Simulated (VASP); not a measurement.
# SiTe3 (Im-3m) in VASP: a series of runs

Runs on SiTe3. Level: PBE. Tasks: single point, relaxation of cell and atoms.

All numbers are computed with VASP 6.6.1; they aren't measurements. Logs are shortened: lines on timing, memory, paths and dates and some standing lists are left out, and cuts for length are marked.

### 1 The cell of the first run

The structure is cubic, space group Im-3m (No. 229). Conventional cell: a = 6.186 Å, b = 6.186 Å, c = 6.186 Å, α = 90.00°, β = 90.00°, γ = 90.00°. Within 4.1 Å of Si (site symmetry m-3m) lie 6 Te at 3.09 Å. Within 4.1 Å of Te (site symmetry 4/mmm) lie 2 Si at 3.09 Å and 4 Te at 3.09 Å.

### 2 Single point, PBE

INCAR reads:

```
SYSTEM = SiTe3
PREC     = Accurate       ! precision mode
ENCUT    = 520            ! plane-wave cutoff, eV
EDIFF    = 1E-7           ! SCF threshold, eV
ISMEAR   = 0              ! smearing method
SIGMA    = 0.1            ! smearing width, eV
LREAL    = .FALSE.        ! projectors in reciprocal space
LASPH    = .TRUE.         ! aspherical terms in the spheres
NELM     = 100            ! most SCF steps
ALGO     = Normal         ! electronic algorithm
ISIF     = 2              ! what is computed and relaxed
LWAVE    = .FALSE.        ! write WAVECAR
LCHARG   = .FALSE.        ! write CHGCAR
GGA      = PE             ! functional
NBANDS   = 19             ! bands
```

KPOINTS reads:

```
regular mesh
0
G
  4 4 4
  0 0 0
```

POSCAR reads:

```
SiTe3
1.0
   -3.0932090101      3.0932090101      3.0932090101
    3.0932090101     -3.0932090101      3.0932090101
    3.0932090101      3.0932090101     -3.0932090101
Si Te
1 3
Direct
    0.0000000000      0.0000000000      0.0000000000
    0.0000000000      0.5000000000      0.5000000000
    0.5000000000      0.0000000000      0.5000000000
    0.5000000000      0.5000000000      0.0000000000
```

Potentials or basis: VASP PAW PBE potentials, release 64 (Si, Te).

The run is started by

```bash
$ cat potpaw_PBE.64/Si/POTCAR potpaw_PBE.64/Te/POTCAR > POTCAR
$ mpirun -np 1 vasp_std > vasp.out
```

OUTCAR:

```text
SYSTEM = SiTe3
   PREC = Accurate
   ENCUT = 520
   EDIFF = 1E-7
   ISMEAR = 0
   LREAL = .FALSE.
   LASPH = .TRUE.
   NELM = 100
   ISIF = 2
   GGA = PE

 ion  position               nearest neighbor table
   1  0.000  0.000  0.000-   2 3.09   3 3.09   4 3.09   2 3.09   3 3.09   4 3.09
   2  0.000  0.500  0.500-   1 3.09   3 3.09   4 3.09   1 3.09   4 3.09   3 3.09
   3  0.500  0.000  0.500-   1 3.09   2 3.09   4 3.09   4 3.09   1 3.09   2 3.09
   4  0.500  0.500  0.000-   1 3.09   2 3.09   3 3.09   3 3.09   2 3.09   1 3.09

  LATTYP: Found a body centered cubic cell.
 ALAT       =     6.1864180202

  Lattice vectors:

 A1 = (  -3.0932090101,   3.0932090101,   3.0932090101)
 A2 = (   3.0932090101,  -3.0932090101,   3.0932090101)
 A3 = (   3.0932090101,   3.0932090101,  -3.0932090101)

Analysis of symmetry for initial positions (statically):
=====================================================================
 Subroutine PRICEL returns:
 Original cell was already a primitive cell.

 Routine SETGRP: Setting up the symmetry group for a
 body centered cubic supercell.

 Subroutine GETGRP returns: Found 48 space group operations
 (whereof 48 operations were pure point group operations)
 out of a pool of 48 trial point group operations.

The static configuration has the point symmetry O_h .

Analysis of symmetry for dynamics (positions and initial velocities):
=====================================================================
 Subroutine PRICEL returns:
 Original cell was already a primitive cell.

 Routine SETGRP: Setting up the symmetry group for a
 body centered cubic supercell.

 Subroutine GETGRP returns: Found 48 space group operations
 (whereof 48 operations were pure point group operations)
 out of a pool of 48 trial point group operations.

The dynamic configuration has the point symmetry O_h .

 Subroutine INISYM returns: Found 48 space group operations
 (whereof 48 operations are pure point group operations),
 and found     1 'primitive' translations

----------------------------------------------------------------------------------------

                                     Primitive cell

  volume of cell :     118.3826

  direct lattice vectors                    reciprocal lattice vectors
    -3.093209010  3.093209010  3.093209010     0.000000000  0.161644428  0.161644428
     3.093209010 -3.093209010  3.093209010     0.161644428  0.000000000  0.161644428
     3.093209010  3.093209010 -3.093209010     0.161644428  0.161644428  0.000000000

  length of vectors
     5.357595164  5.357595164  5.357595164     0.228599742  0.228599742  0.228599742

  position of ions in fractional coordinates (direct lattice)
     0.000000000  0.000000000  0.000000000
     0.000000000  0.500000000  0.500000000
     0.500000000  0.000000000  0.500000000
     0.500000000  0.500000000  0.000000000

  ion indices of the primitive-cell ions
   primitive index   ion index
                 1           1
                 2           2
                 3           3
                 4           4

----------------------------------------------------------------------------------------

 KPOINTS: regular mesh

Automatic generation of k-mesh.
 Grid dimensions read from file:
 generate k-points for:    4    4    4

 Generating k-lattice:

  Cartesian coordinates                     Fractional coordinates (reciprocal lattice)
     0.000000000  0.040411107  0.040411107     0.250000000  0.000000000  0.000000000
     0.040411107  0.000000000  0.040411107     0.000000000  0.250000000  0.000000000
     0.040411107  0.040411107  0.000000000     0.000000000  0.000000000  0.250000000

  Length of vectors
     0.057149935  0.057149935  0.057149935

  Shift w.r.t. Gamma in fractional coordinates (k-lattice)
     0.000000000  0.000000000  0.000000000

 Subroutine IBZKPT returns following result:
 ===========================================

 Found      8 irreducible k-points:

 Following reciprocal coordinates:
            Coordinates               Weight
  0.000000  0.000000  0.000000      1.000000
  0.250000  0.000000  0.000000     12.000000
  0.500000  0.000000  0.000000      6.000000
  0.250000  0.250000  0.000000     24.000000
  0.250000  0.250000  0.250000      2.000000
 -0.250000  0.250000  0.250000      6.000000
  0.500000  0.500000  0.250000     12.000000
  0.500000  0.500000  0.500000      1.000000
   k-points           NKPTS =      8   k-points in BZ     NKDIM =      8   number of bands    NBANDS=     19
   number of dos      NEDOS =    301   number of ions     NIONS =      4
   total plane-waves  NPLWV =  64000
   dimension x,y,z NGX =    40 NGY =   40 NGZ =   40
   dimension x,y,z NGXF=    80 NGYF=   80 NGZF=   80
   ions per type =               1   3
   NGX,Y,Z   is equivalent  to a cutoff of  12.41, 12.41, 12.41 a.u.
   NGXF,Y,Z  is equivalent  to a cutoff of  24.82, 24.82, 24.82 a.u.
 SYSTEM =  SiTe3
   PREC   = accura    normal or accurate (medium, high low for compatibility)
   ISTART =      0    job   : 0-new  1-cont  2-samecut
   ICHARG =      2    charge: 1-file 2-atom 10-const
   ISPIN  =      1    spin polarized calculation?
   LNONCOLLINEAR =      F non collinear calculations
   LSORBIT =      F    spin-orbit coupling
   LASPH  =      T    aspherical Exc in radial PAW
   ENCUT  =  520.0 eV  38.22 Ry    6.18 a.u.   9.96  9.96  9.96*2*pi/ulx,y,z
   NELM   =    100;   NELMIN=  2; NELMDL= -5     # of ELM steps
   EDIFF  = 0.1E-06   stopping-criterion for ELM
   LREAL  =      F    real-space projection
   EDIFFG = 0.1E-05   stopping-criterion for IOM
   NSW    =      0    number of steps for IOM
   IBRION =     -1    ionic relax: 0-MD 1-quasi-New 2-CG
   NFREE  =      0    steps in history (QN), initial steepest desc. (CG)
   ISIF   =      2    stress and relaxation
   ISYM   =      2    0-nonsym 1-usesym 2-fastsym
   POTIM  = 0.5000    time-step for ionic-motion
   TEBEG  =    0.0;   TEEND  =   0.0 temperature during run
   PSTRESS=    0.0 pullay stress
   NELECT =      22.0000    total number of electrons
   NUPDOWN=      -1.0000    fix difference up-down
   EMIN   =  10.00;   EMAX   =-10.00  energy-range for DOS
   EFERMI =   0.00;   METHOD = LEGACY
   ISMEAR =     0;   SIGMA  =   0.10  broadening in eV -4-tet -1-fermi 0-gaus
   EFERMI_NEDOS =   21; number of points for ismear=-14 and -15
   IALGO  =     38    algorithm
   IMIX   =      4    mixing-type and parameters
     AMIX     =   0.40;   BMIX     =  1.00
     AMIX_MAG =   1.60;   BMIX_MAG =  1.00
  volume/ion in A,a.u.               =      29.60       199.72
  Fermi-wavevector in a.u.,A,eV,Ry     =   0.934229  1.765436 11.874933  0.872783
  Thomas-Fermi vector in A             =   2.061012
   LORBIT       =      0    0 simple, 1 ext, 2 COOP (PROOUT), +10 PAW based schemes
   GGA     = PE    functional components
   LHFCALC =     F    Hartree Fock is set to
   AEXX    =    0.0000 exact exchange contribution
   IVDW    =     0    specifies the selected vdW correction
   LEPSILON=     F    determine dielectric tensor
   LRPA    =     F    only Hartree local field effects (RPA)
 non-spin polarized calculation
 Gauss-broadening in eV      SIGMA  =   0.10
  energy-cutoff  :      520.00
  volume of cell :      118.38
 maximum number of plane-waves:      3252
   NGX = 19   NGY = 19   NGZ = 19

 number of electron      22.0000004 magnetization

 Free energy of the ion-electron system (eV)
  ---------------------------------------------------
  ext. energy  EPLUGINS =         0.00000000
  ---------------------------------------------------
  free energy    TOTEN  =       -13.86450059 eV

  energy without entropy =      -13.85211090  energy(sigma->0) =      -13.85830574

 E-fermi :   6.7602     XC(G=0):  -9.3711

 val. band max:        6.7011909288   @ k =   0.2500   0.0000   0.0000
 cond. band min:       6.8685886619   @ k =   0.2500   0.0000   0.0000
 fundamental gap:      0.1673977331
 Fermi energy:         6.7602157459

 k-point     1 :       0.0000    0.0000    0.0000
  band No.  band energies     occupation
      1      -7.1458      2.00000
      2      -3.5207      2.00000
      3      -3.5207      2.00000
      4       0.4011      2.00000
      5       1.7035      2.00000
      6       1.7035      2.00000
[... 11 lines left out ...]
     18      11.8427      0.00000
     19      11.8427      0.00000

 k-point     2 :       0.2500    0.0000    0.0000
  band No.  band energies     occupation
      1      -6.7820      2.00000
      2      -4.2620      2.00000
      3      -3.7419      2.00000
      4      -0.3528      2.00000
      5       1.5423      2.00000
      6       2.4893      2.00000
[... 11 lines left out ...]
     18      10.2768      0.00000
     19      11.3143      0.00000

 k-point     3 :       0.5000    0.0000    0.0000
  band No.  band energies     occupation
      1      -6.0335      2.00000
      2      -5.3255      2.00000
      3      -3.9316      2.00000
      4      -0.8518      2.00000
      5       1.3967      2.00000
      6       2.5767      2.00000
[... 11 lines left out ...]
     18      11.9543      0.00000
     19      12.7730      0.00000

 k-point     4 :       0.2500    0.2500    0.0000
  band No.  band energies     occupation
      1      -6.1283      2.00000
      2      -5.0490      2.00000
      3      -4.1652      2.00000
      4      -0.9136      2.00000
      5       2.1268      2.00000
      6       2.2586      2.00000
[... 11 lines left out ...]
     18      12.4658      0.00000
     19      12.5012      0.00000

 k-point     5 :       0.2500    0.2500    0.2500
  band No.  band energies     occupation
      1      -5.2279      2.00000
      2      -5.2279      2.00000
      3      -5.2279      2.00000
      4      -1.5358      2.00000
      5       4.4670      2.00000
      6       4.4670      2.00000
[... 11 lines left out ...]
     18      14.4424      0.00000
     19      14.4483      0.00000

 k-point     6 :      -0.2500    0.2500    0.2500
  band No.  band energies     occupation
      1      -6.4699      2.00000
      2      -4.8433      2.00000
      3      -3.5931      2.00000
      4      -0.0902      2.00000
      5       1.0781      2.00000
      6       1.0781      2.00000
[... 11 lines left out ...]
     18      11.4801      0.00000
     19      11.4801      0.00000

 k-point     7 :       0.5000    0.5000    0.2500
  band No.  band energies     occupation
      1      -5.8578      2.00000
      2      -5.4934      2.00000
      3      -3.7538      2.00000
      4      -0.0232      2.00000
      5       0.7796      2.00000
      6       1.5091      2.00000
[... 11 lines left out ...]
     18      11.4604      0.00000
     19      12.5733      0.00000

 k-point     8 :       0.5000    0.5000    0.5000
  band No.  band energies     occupation
      1      -5.6566      2.00000
      2      -5.6566      2.00000
      3      -3.4489      2.00000
      4       0.4292      2.00000
      5       0.4292      2.00000
      6       0.4292      2.00000
[... 11 lines left out ...]
     18      11.0215      0.00000
     19      11.0215      0.00000

------------------------ aborting loop because EDIFF is reached ----------------------------------------

  FORCE on cell =-STRESS in cart. coord.  units (eV):
  Direction    XX          YY          ZZ          XY          YZ          ZX
  --------------------------------------------------------------------------------------
  -------------------------------------------------------------------------------------
  Total       -0.1670537     -0.1670537     -0.1670537      0.0000000     -0.0000000      0.0000000
  in kB       -2.2608872     -2.2608872     -2.2608872      0.0000000     -0.0000000      0.0000000
  external PRESSURE =      -2.2608872 kB  Pullay stress =       0.0000000 kB

 VOLUME and BASIS-vectors are now :
 -----------------------------------------------------------------------------
  energy-cutoff  :      520.00
  volume of cell :      118.38
      direct lattice vectors                 reciprocal lattice vectors
    -3.093209010  3.093209010  3.093209010     0.000000000  0.161644428  0.161644428
     3.093209010 -3.093209010  3.093209010     0.161644428  0.000000000  0.161644428
     3.093209010  3.093209010 -3.093209010     0.161644428  0.161644428  0.000000000

 POSITION                                       TOTAL-FORCE (eV/Angst)
 -----------------------------------------------------------------------------------
      0.00000      0.00000      0.00000         0.000000      0.000000      0.000000
      3.09321      0.00000      0.00000         0.000000     -0.000000     -0.000000
      0.00000      3.09321      0.00000        -0.000000      0.000000     -0.000000
      0.00000      0.00000      3.09321        -0.000000     -0.000000      0.000000
 -----------------------------------------------------------------------------------
    total drift:                               -0.000000     -0.000000      0.000000

  FREE ENERGIE OF THE ION-ELECTRON SYSTEM (eV)
  ---------------------------------------------------
  free  energy   TOTEN  =       -13.8645005858 eV

  energy  without entropy=      -13.8521108973  energy(sigma->0) =      -13.85830574
```

Run time: 10 s. Hardware: 1 thread of AMD EPYC 9R45 (Zen 5), shared host; peak memory 0.2 GiB.

What came out:

```
Free energy            : -13.8645 eV
Pressure               : -0.2 GPa
Band gap on the k mesh : zero (band 11 reaches 9.63 eV, above the bottom of band 12 at 4.91 eV)
```

Caveat: spin-orbit coupling is left out, which moves the levels of the heavy elements.

### 3 Single point, PBE

This run uses another cell than the first one, of 33.31 Å³/atom, 1.126 times its volume.

INCAR reads:

```
  PREC = Accurate
  ENCUT = 520
  EDIFF = 1E-6
  ISMEAR = 0
  SIGMA = 0.1
  LREAL = F
  LASPH = T
  NELM = 100
  ALGO = Normal
  ISIF = 2
  LWAVE = F
  LCHARG = F
  GGA = PE
  NBANDS = 19
```

KPOINTS reads:

```
regular mesh
0
Gamma
  4 4 4
```

POSCAR reads:

```
SiTe3
1.0
   -3.2176667500      3.2176667500      3.2176667500
    3.2176667500     -3.2176667500      3.2176667500
    3.2176667500      3.2176667500     -3.2176667500
Si Te
1 3
Direct
    0.0000000000      0.0000000000      0.0000000000
    0.0000000000      0.5000000000      0.5000000000
    0.5000000000      0.0000000000      0.5000000000
    0.5000000000      0.5000000000      0.0000000000
```

Potentials or basis: VASP PAW PBE potentials, release 64 (Si, Te).

The run is started by

```bash
$ cat potpaw_PBE.64/Si/POTCAR potpaw_PBE.64/Te/POTCAR > POTCAR
$ mpirun -np 1 vasp_std > vasp.out
```

It took 11 s on 1 thread of AMD EPYC 9R45 (Zen 5), shared host; peak memory 0.22 GiB.

It converged, with:

| Property | Result |
| --- | --- |
| Free energy | -13.6179 eV |
| Pressure | -4.6 GPa |
| Band gap on the k mesh | zero (band 11 reaches 7.74 eV, above the bottom of band 12 at 3.63 eV) |

Levels at points of the mesh, in eV from the Fermi level:
| k point | band 7 | band 8 | band 9 | band 10 | band 11 | band 12 | band 13 | band 14 | band 15 | band 16 |
| --- | --- | --- | --- | --- | --- | --- | --- | --- | --- | --- |
| (0.00, 0.00, 0.00) | -4.43 | -3.34 | -3.34 | -3.34 | 1.52 | 1.52 | 1.52 | 2.32 | 2.32 | 2.32 |
| (0.50, 0.00, 0.00) | -2.49 | -2.15 | -2.06 | -2.01 | -1.07 | -0.40 | 0.24 | 0.43 | 2.18 | 3.25 |
| (0.50, 0.50, 0.50) | -5.52 | -2.40 | -2.40 | -2.40 | 2.35 | 2.35 | 2.35 | 3.45 | 3.45 | 3.45 |

Caveat: spin-orbit coupling is left out, which moves the levels of the heavy elements.

### 4 Relaxation of cell and atoms, PBE

This run uses another cell than the first one, of 33.31 Å³/atom, 1.126 times its volume.

INCAR reads:

```
PREC = Accurate ; ENCUT = 600
EDIFF = 1E-7 ; ISMEAR = 0
SIGMA = 0.1 ; LREAL = F
LASPH = T ; NELM = 60
ALGO = Normal ; ISIF = 3
LWAVE = F ; LCHARG = F
GGA = PE ; IBRION = 2
NSW = 90 ; EDIFFG = -0.04
```

KPOINTS is that of step 3.

POSCAR is that of step 3.

The run is started by

```bash
$ cat potpaw_PBE.64/Si/POTCAR potpaw_PBE.64/Te/POTCAR > POTCAR
$ mpirun -np 1 vasp_std > vasp.out
```

It took 43 s on 1 thread of AMD EPYC 9R45 (Zen 5), shared host; peak memory 0.3 GiB.

Results (log left out):

```
Free energy                            : -13.8539 eV
Relaxed volume                         : 29.47 Å³/atom
Relaxed cell                           : a = 5.350 Å, b = 5.350 Å, c = 5.350 Å, α = 109.47°, β = 109.47°, γ = 109.47°
Space group after relaxing (to 0.05 Å) : Im-3m (No. 229)
Energy gained by relaxing              : 60.8 meV/atom
Ionic steps                            : 3
Pressure after relaxing                : 0.0 GPa
```

Step by step:
```
step  energy change (eV)  largest force (eV/Å)  pressure (GPa)  volume (Å³)
   1              0.0000                0.0000           -4.56       133.25
   2             -0.2371                0.0000            0.93       115.79
   3             -0.2433                0.0000            0.03       117.90
```

Final structure:
```
CELL_PARAMETERS angstrom
-3.08898 3.08898 3.08898
3.08898 -3.08898 3.08898
3.08898 3.08898 -3.08898
ATOMIC_POSITIONS crystal
Si 0.00000 0.00000 0.00000
Te 0.00000 0.50000 0.50000
Te 0.50000 0.00000 0.50000
Te 0.50000 0.50000 0.00000
```

Levels at points of the mesh, in eV from the Fermi level:
```tsv
k point	band 7	band 8	band 9	band 10	band 11	band 12	band 13	band 14	band 15
(0.00, 0.00, 0.00)	-5.09	-3.86	-3.86	-3.86	1.77	1.77	1.78	1.78	1.78
(0.50, 0.00, 0.00)	-2.90	-2.33	-2.30	-2.29	-1.18	-0.14	0.20	0.55	2.64
(0.50, 0.50, 0.50)	-5.72	-2.71	-2.71	-2.71	2.88	2.88	2.88	4.02	4.02
```

Caveat: the bands computed are all filled at some k points, so no gap is given; spin-orbit coupling is left out, which moves the levels of the heavy elements.

### 5 Single point, PBE

This run uses another cell than the first one, of 29.44 Å³/atom, 0.995 times its volume.

INCAR reads:

```
ALGO = Normal ; EDIFF = 1E-6
ENCUT = 520 ; GGA = PE
ISIF = 2 ; ISMEAR = 0
LASPH = T ; LCHARG = T
LELF = T ; LREAL = F
LVHAR = T ; LWAVE = F
NBANDS = 19 ; NELM = 60
PREC = Accurate ; SIGMA = 0.1
```

KPOINTS reads:

```
k-points
0
Gamma
  10 10 10
```

POSCAR reads:

```
SiTe3
1.0
   -3.0877962841      3.0877962841      3.0877962841
    3.0877962841     -3.0877962841      3.0877962841
    3.0877962841      3.0877962841     -3.0877962841
Si Te
1 3
Direct
    0.0000000000      0.0000000000      0.0000000000
    0.0000000000      0.5000000000      0.5000000000
    0.5000000000      0.0000000000      0.5000000000
    0.5000000000      0.5000000000      0.0000000000
```

The run is started by

```bash
$ cat potpaw_PBE.64/Si/POTCAR potpaw_PBE.64/Te/POTCAR > POTCAR
$ mpirun -np 1 vasp_std > vasp.out
```

It took 41 s on 1 thread of AMD EPYC 9R45 (Zen 5), shared host; peak memory 0.25 GiB.

It converged, with:

- Free energy: -13.9878 eV
- Pressure: 0.0 GPa
- Band gap on the k mesh: zero (band 11 reaches 9.77 eV, above the bottom of band 12 at 5.67 eV)

Levels at points of the mesh, in eV from the Fermi level:
```csv
k point,band 7,band 8,band 9,band 10,band 11,band 12,band 13,band 14,band 15,band 16
"(0.00, 0.00, 0.00)",-4.66,-3.49,-3.49,-3.49,2.16,2.16,2.16,2.18,2.18,2.18
"(0.50, 0.00, 0.00)",-2.49,-1.92,-1.89,-1.87,-0.78,0.26,0.55,0.92,3.08,4.12
"(0.50, 0.50, 0.50)",-5.36,-2.32,-2.32,-2.32,3.32,3.32,3.32,4.39,4.39,4.39
```

Caveat: spin-orbit coupling is left out, which moves the levels of the heavy elements.

### 6 The runs side by side

```csv
task,cell,k mesh,cutoff (eV),gap on the mesh (eV),pressure (GPa)
single point,"a = 5.358 Å, angles 109.5°, 4 atoms",4 × 4 × 4,520,none,-0.2
single point,"a = 5.573 Å, angles 109.5°, 4 atoms",4 × 4 × 4,520,none,-4.6
relaxation of cell and atoms,"relaxed from a = 5.573 Å, angles 109.5°, 4 atoms",4 × 4 × 4,600,-,0.0
single point,"a = 5.348 Å, angles 109.5°, 4 atoms",10 × 10 × 10,520,none,0.0
```

Alike in all rows: level PBE; potentials or basis VASP PAW PBE potentials, release 64 (Si, Te); no spin polarisation; smearing gaussian 0.1 eV.

Caveats: spin-orbit coupling is left out, which moves the levels of the heavy elements; the bands computed are all filled at some k points, so no gap is given (some runs).

Absolute energies hang on the potentials; compare differences alone.
